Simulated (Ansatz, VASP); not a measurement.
**Two plane-wave programs on TiO**

```
CELL_PARAMETERS angstrom
3.99276 0.00000 0.00000
0.00000 3.99276 0.00000
0.00000 0.00000 3.99276
ATOMIC_POSITIONS crystal
Ti 0.50000 0.50000 0.00000
Ti 0.00000 0.50000 0.50000
Ti 0.50000 0.00000 0.50000
O 0.00000 0.50000 0.00000
O 0.50000 0.00000 0.00000
O 0.00000 0.00000 0.50000
```

Alike in both runs: task single point; functional PBEsol; k mesh 10 × 10 × 10; occupations gaussian, width 0.1 eV; no spin polarisation.

|  | VASP | Ansatz |
| --- | --- | --- |
| version | VASP 6.6.1 | Ansatz 0.2.0 |
| potentials or method | VASP PAW PBE potentials, release 64 (Ti_sv, O), cutoff 520 eV | scalar-relativistic, plane waves, PAW |
| valence electrons in the cell | 54 | 54 |

```csv
,VASP,Ansatz,Ansatz less VASP
gap on the k mesh at the Fermi level (eV),none,none,-
pressure (GPa),7.8,7.3,-0.51
```

VASP's potentials were made for PBE, not for PBEsol. A gap of «none» marks a metal or a gap that the smearing closes. The functional is the same, so the differences come from potentials, cutoffs and numerics.
